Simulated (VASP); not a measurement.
**WC: single point with PBE**

The system is WC.

```xyz
2
Lattice="2.9005 0.0000 0.0000 -1.4503 2.5119 0.0000 0.0000 0.0000 2.8290" Properties=species:S:1:pos:R:3 pbc="T T T"
W    -0.2000    0.0000    0.0000
C     1.4503    0.8373    1.4145
```

This cell differs from its parent crystal: atom 1 (W) moved by (-0.200, +0.000) A along x and y.

* Program: VASP 6.6.1
* Task: single point
* Functional: PBE
* Potentials or basis: VASP PAW PBE potentials, release 64 (W_sv, C)
* Cutoff: 520 eV
* k mesh: 18 × 18 × 16
* Occupations: gaussian, width 0.15 eV
* Spin: no spin polarisation
* Dipole correction: no
* Further INCAR settings: ALGO = Normal; EDIFF = 1e-06; NBANDS = 16

* Pressure: 15.9 GPa
* Largest force: 3.169 eV/Å
* Band gap on the k mesh: zero (bands 9 and 10 overlap by 1.52 eV)

Forces in eV/Å, atoms in the order of the input:
```
W    3.138 -0.436  0.000
C   -3.138  0.436  0.000
```

Stress tensor (GPa, compression positive):
```
13.75 -8.62  0.00
-8.62 13.52  0.00
 0.00  0.00 20.41
```

Levels at points of the mesh, in eV from the Fermi level:
| k point | band 6 | band 7 | band 8 | band 9 | band 10 | band 11 | band 12 | band 13 |
| --- | --- | --- | --- | --- | --- | --- | --- | --- |
| (0.00, 0.00, 0.00) | -4.71 | -3.62 | -3.01 | -0.29 | 3.03 | 3.43 | 3.94 | 5.54 |
| (0.50, 0.00, 0.00) | -6.70 | -4.01 | -3.24 | -0.52 | 1.99 | 4.61 | 5.13 | 5.54 |
| (0.00, 0.50, 0.00) | -7.25 | -4.36 | -3.99 | 0.20 | 2.13 | 4.33 | 5.03 | 7.33 |
| (0.50, 0.50, 0.00) | -7.82 | -4.41 | -3.93 | -0.21 | 2.34 | 4.12 | 4.79 | 8.39 |
| (0.00, 0.00, 0.50) | -8.81 | -3.32 | -0.91 | -0.77 | -0.67 | 2.52 | 3.68 | 6.34 |
| (0.50, 0.00, 0.50) | -7.05 | -5.16 | -4.71 | 0.83 | 4.33 | 5.17 | 6.22 | 9.33 |
| (0.00, 0.50, 0.50) | -6.47 | -4.64 | -3.92 | 0.00 | 4.33 | 5.21 | 5.32 | 9.43 |
| (0.50, 0.50, 0.50) | -6.14 | -4.14 | -3.82 | -0.43 | 4.38 | 5.25 | 6.22 | 8.89 |

Wall time 8.7 min on 1 thread of Intel Xeon 8259CL (shared host), peak memory 0.56 GiB.

Caveat: the cell differs from its parent crystal (atom 1 (W) moved by (-0.200, +0.000) A along x and y); the stress differs along the axes, from 14 to 20 GPa; spin-orbit coupling is left out, which moves the levels of the heavy elements; forces of over 1 eV/Å act on the atoms, so gaps and moduli don't describe the material at rest.
